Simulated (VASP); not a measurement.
Here is a VASP 6.6.1 calculation.

File INCAR:

```
SYSTEM = Zn
  PREC = Accurate
  ENCUT = 520
  EDIFF = 1E-6
  ISMEAR = -1
  SIGMA = 0.1
  LREAL = .False.
  LASPH = .True.
  NELM = 60
  ALGO = Normal
  ISIF = 2
  LWAVE = .False.
  LCHARG = .False.
  NBANDS = 12
```

The input KPOINTS:

```
Automatic mesh
0
Gamma
  16 16 16
  0 0 0
```

The input POSCAR:

```
Zn
1.0
    2.5452070883      0.0000000000      0.0000000000
    0.0000000000      2.5452070883      0.0000000000
    0.0000000000      0.0000000000      2.5452070883
Zn
1
Direct
    0.0000000000      0.0000000000      0.0000000000
```

Potentials or basis: VASP PAW LDA potentials, release 64 (Zn).

Run with:

```console
$ cat potpaw_LDA.64/Zn/POTCAR > POTCAR
$ mpirun -np 1 vasp_std > vasp.out
```

(1) Estimate the band gap on the k mesh.

(2) Predict the pressure.

Results:

(1) zero (band 6 reaches 7.93 eV, above the bottom of band 7 at -0.75 eV).

(2) -1.2 GPa.
